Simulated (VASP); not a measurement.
# RbBr (P4/mmm) in VASP: further runs, part 2 of 2

VASP 6.6.1. Earlier steps stand in the parts before.

## 3. Single point, PBE (uniaxial z strain -0.8%)

Input file INCAR:

```
SYSTEM = RbBr
PREC = Accurate ; ENCUT = 500
EDIFF = 1E-6 ; ISMEAR = -1
SIGMA = 0.02 ; LREAL = .False.
LASPH = .True. ; NELM = 120
ALGO = Normal ; ISIF = 2
LWAVE = .False. ; LCHARG = .True.
GGA = PE ; LELF = .True.
LVHAR = .True. ; NBANDS = 15
GGA_COMPAT = .False.
```

Input file KPOINTS:

```
Automatic mesh
0
Gamma
  6 6 6
  0 0 0
```

Input file POSCAR:

```
RbBr
1.0
    4.1279266522      0.0000000000      0.0000000000
    0.0000000000      4.1279266522      0.0000000000
    0.0000000000      0.0000000000      4.0932520683
Rb Br
1 1
Direct
    0.0000000000      0.0000000000      0.0000000000
    0.5000000000      0.5000000000      0.5000000000
```

Potentials or basis: VASP PAW PBE potentials, release 64 (Rb_sv, Br).

Started as:

```
$ cat potpaw_PBE.64/Rb_sv/POTCAR potpaw_PBE.64/Br/POTCAR > POTCAR
$ mpirun -np 1 vasp_std > vasp.out
```

OUTCAR:

```text
SYSTEM = RbBr
   PREC = Accurate
   ENCUT = 500
   EDIFF = 1E-6
   ISMEAR = -1
   LREAL = .False.
   LASPH = .True.
   NELM = 120
   ISIF = 2
   GGA = PE

 ion  position               nearest neighbor table
   1  0.000  0.000  0.000-   2 3.56   2 3.56   2 3.56   2 3.56   2 3.56   2 3.56   2 3.56   2 3.56

   2  0.500  0.500  0.500-   1 3.56   1 3.56   1 3.56   1 3.56   1 3.56   1 3.56   1 3.56   1 3.56

  LATTYP: Found a simple tetragonal cell.
 ALAT       =     4.1279266522
 C/A-ratio  =     0.9916000000

  Lattice vectors:

 A1 = (   4.1279266522,   0.0000000000,   0.0000000000)
 A2 = (   0.0000000000,   4.1279266522,   0.0000000000)
 A3 = (   0.0000000000,   0.0000000000,   4.0932520683)

Analysis of symmetry for initial positions (statically):
=====================================================================
 Subroutine PRICEL returns:
 Original cell was already a primitive cell.

 Routine SETGRP: Setting up the symmetry group for a
 simple tetragonal supercell.

 Subroutine GETGRP returns: Found 16 space group operations
 (whereof 16 operations were pure point group operations)
 out of a pool of 16 trial point group operations.

The static configuration has the point symmetry D_4h.

Analysis of symmetry for dynamics (positions and initial velocities):
=====================================================================
 Subroutine PRICEL returns:
 Original cell was already a primitive cell.

 Routine SETGRP: Setting up the symmetry group for a
 simple tetragonal supercell.

 Subroutine GETGRP returns: Found 16 space group operations
 (whereof 16 operations were pure point group operations)
 out of a pool of 16 trial point group operations.

The dynamic configuration has the point symmetry D_4h.

 Subroutine INISYM returns: Found 16 space group operations
 (whereof 16 operations are pure point group operations),
 and found     1 'primitive' translations

----------------------------------------------------------------------------------------
[... 116 lines left out ...]
  Thomas-Fermi vector in A             =   2.134630
   LORBIT       =      0    0 simple, 1 ext, 2 COOP (PROOUT), +10 PAW based schemes
   GGA     = PE    functional components
   LHFCALC =     F    Hartree Fock is set to
   AEXX    =    0.0000 exact exchange contribution
   IVDW    =     0    specifies the selected vdW correction
   LEPSILON=     F    determine dielectric tensor
   LRPA    =     F    only Hartree local field effects (RPA)
 non-spin polarized calculation
  energy-cutoff  :      500.00
  volume of cell :       69.75
 maximum number of plane-waves:      1791
   NGX = 15   NGY = 15   NGZ = 15

 number of electron      16.0000004 magnetization

 Free energy of the ion-electron system (eV)
  ---------------------------------------------------
  ext. energy  EPLUGINS =         0.00000000
  ---------------------------------------------------
  free energy    TOTEN  =        -5.99262019 eV

  energy without entropy =       -5.99262019  energy(sigma->0) =       -5.99262019

 E-fermi :  -0.2187     XC(G=0):  -7.9594

 val. band max:       -0.6057860596   @ k =   0.5000   0.5000   0.0000
 cond. band min:       3.4735837946   @ k =   0.0000   0.0000   0.0000
 fundamental gap:      4.0793698543
 Fermi energy:        -0.2187147778

 k-point     1 :       0.0000    0.0000    0.0000
  band No.  band energies     occupation
      1     -25.7238      2.00000
      2     -13.2606      2.00000
      3      -9.7083      2.00000
      4      -9.7083      2.00000
      5      -9.7011      2.00000
      6      -0.7988      2.00000
      7      -0.7988      2.00000
      8      -0.7558      2.00000
      9       3.4736      0.00000
     10       4.9250      0.00000
     11       4.9572      0.00000
     12       9.2703      0.00000
     13       9.3428      0.00000
     14       9.3428      0.00000
[... 401 lines left out ...]
      2     -13.1165      2.00000
      3      -9.9636      2.00000
      4      -9.9430      2.00000
      5      -9.6332      2.00000
      6      -1.8602      2.00000
      7      -1.5146      2.00000
      8      -0.7061      2.00000
      9       5.1184      0.00000
     10       5.8174      0.00000
     11       7.6491      0.00000
     12       7.7030      0.00000
     13       8.5722      0.00000
     14       9.6785      0.00000
     15      10.9050      0.00000

 [... further k-points ...]
[... 5 lines left out ...]
  --------------------------------------------------------------------------------------
  -------------------------------------------------------------------------------------
  Total        0.3777210      0.3777210      0.4881929      0.0000000      0.0000000     -0.0000000
  in kB        8.6765950      8.6765950     11.2142344      0.0000000      0.0000000     -0.0000000
  external PRESSURE =       9.5224748 kB  Pullay stress =       0.0000000 kB

 VOLUME and BASIS-vectors are now :
 -----------------------------------------------------------------------------
  energy-cutoff  :      500.00
  volume of cell :       69.75
      direct lattice vectors                 reciprocal lattice vectors
     4.127926652  0.000000000  0.000000000     0.242252366  0.000000000  0.000000000
     0.000000000  4.127926652  0.000000000     0.000000000  0.242252366  0.000000000
     0.000000000  0.000000000  4.093252068     0.000000000  0.000000000  0.244304524

 POSITION                                       TOTAL-FORCE (eV/Angst)
 -----------------------------------------------------------------------------------
      0.00000      0.00000      0.00000         0.000000      0.000000      0.000000
      2.06396      2.06396      2.04663         0.000000      0.000000      0.000000
 -----------------------------------------------------------------------------------
    total drift:                                0.000000      0.000000     -0.000000

  FREE ENERGIE OF THE ION-ELECTRON SYSTEM (eV)
  ---------------------------------------------------
  free  energy   TOTEN  =        -5.9926201863 eV

  energy  without entropy=       -5.9926201862  energy(sigma->0) =       -5.99262019
```

Run time: 15 s. Hardware: 1 thread of AMD EPYC 9R45 (Zen 5), shared host; peak memory 0.15 GiB.

Results:

| Property | Result |
| --- | --- |
| Free energy | -5.9926 eV |
| Pressure | 1.0 GPa |
| Band gap on the k mesh | 4.08 eV (least direct gap 4.23 eV) |

Stress tensor (GPa, compression positive):
```
0.87 0.00 0.00
0.00 0.87 0.00
0.00 0.00 1.12
```

Caveat: the cell differs from its parent crystal (uniaxial z strain -0.8%). A k mesh can miss the band edges.

## 4. Single point, r2SCAN (biaxial xy strain -3.1%)

Input file POSCAR:

```
RbBr
1.0
    3.9983097553      0.0000000000      0.0000000000
    0.0000000000      3.9983097553      0.0000000000
    0.0000000000      0.0000000000      4.1279266522
Rb Br
1 1
Direct
    0.0000000000      0.0000000000      0.0000000000
    0.5000000000      0.5000000000      0.5000000000
```

Input file INCAR.step1:

```
PREC     = Accurate       # precision mode
ENCUT    = 550            # plane-wave cutoff, eV
ISMEAR   = 0              # smearing method
SIGMA    = 0.01           # smearing width, eV
LREAL    = False          # projectors in reciprocal space
LASPH    = True           # aspherical terms in the spheres
NELM     = 120            # most SCF steps
NBANDS   = 15             # bands
GGA      = PE             # functional
ALGO     = Normal         # electronic algorithm
EDIFF    = 1E-5           # SCF threshold, eV
LWAVE    = True           # write WAVECAR
LCHARG   = False          # write CHGCAR
GGA_COMPAT= False
```

Input file INCAR.step2:

```
PREC     = Accurate       # precision mode
ENCUT    = 550            # plane-wave cutoff, eV
EDIFF    = 1E-6           # SCF threshold, eV
ISMEAR   = 0              # smearing method
SIGMA    = 0.01           # smearing width, eV
LREAL    = False          # projectors in reciprocal space
LASPH    = True           # aspherical terms in the spheres
NELM     = 120            # most SCF steps
ALGO     = Normal         # electronic algorithm
ISIF     = 2              # what is computed and relaxed
LWAVE    = False          # write WAVECAR
LCHARG   = False          # write CHGCAR
METAGGA  = R2SCAN         # meta-GGA
LMIXTAU  = True         
NBANDS   = 15             # bands
ISTART   = 1            
GGA_COMPAT= False
```

Input file KPOINTS:

```
regular mesh
0
Gamma
  6 6 6
```

Started as:

```
$ cat potpaw_PBE.64/Rb_sv/POTCAR potpaw_PBE.64/Br/POTCAR > POTCAR
$ cp INCAR.step1 INCAR
$ mpirun -np 1 vasp_std > vasp.out
$ cp INCAR.step2 INCAR
$ mpirun -np 1 vasp_std > vasp.out
```

It took 69 s on 1 thread of AMD EPYC 9R45 (Zen 5), shared host; peak memory 0.18 GiB.

The run converged. Its results:

- Free energy: -31.0886 eV
- Pressure: 1.3 GPa
- Band gap on the k mesh: 5.01 eV (least direct gap 5.16 eV)

Stress tensor (GPa, compression positive):
```
1.67 0.00 0.00
0.00 1.67 0.00
0.00 0.00 0.63
```

Levels at points of the mesh, in eV from the valence-band top:
```tsv
k point	band 5	band 6	band 7	band 8	band 9	band 10	band 11	band 12
(0.00, 0.00, 0.00)	-9.28	-0.32	-0.15	-0.15	5.01	5.93	6.05	10.74
(0.50, 0.00, 0.00)	-9.22	-1.93	-0.44	-0.22	7.42	8.08	8.75	9.31
(0.50, 0.50, 0.00)	-9.20	-1.20	-1.20	-0.15	5.93	6.73	8.43	8.43
(0.00, 0.00, 0.50)	-9.23	-1.91	-0.26	-0.26	7.35	8.05	8.51	9.36
(0.50, 0.00, 0.50)	-9.19	-1.23	-1.15	0.00	5.88	7.01	8.71	8.82
(0.50, 0.50, 0.50)	-9.50	-1.57	-1.57	-1.52	8.94	9.12	9.12	10.19
```

Caveat: the cell differs from its parent crystal (biaxial xy strain -3.1%); the PAW data sets were made with another functional, which shifts forces and pressure a little. A k mesh can miss the band edges.

## 5. The runs side by side

| level | cell | cutoff (eV) | smearing | gap on the mesh (eV) | pressure (GPa) |
| --- | --- | --- | --- | --- | --- |
| PBE | a = 3.998, b = 3.998, c = 4.128 Å, 2 atoms | 500 | fermi-dirac 0.02 eV | 4.24 | 2.1 |
| PBE | a = 4.128, b = 4.128, c = 4.093 Å, 2 atoms | 500 | fermi-dirac 0.02 eV | 4.08 | 1.0 |
| r2SCAN | a = 3.998, b = 3.998, c = 4.128 Å, 2 atoms | 550 | gaussian 0.01 eV | 5.01 | 1.3 |

Alike in all rows: task single point; potentials or basis VASP PAW PBE potentials, release 64 (Rb_sv, Br); no spin polarisation; k mesh 6 × 6 × 6.

Caveats: the PAW data sets were made with another functional, which shifts forces and pressure a little (at least some runs).

Absolute energies hang on the potentials; compare differences alone.
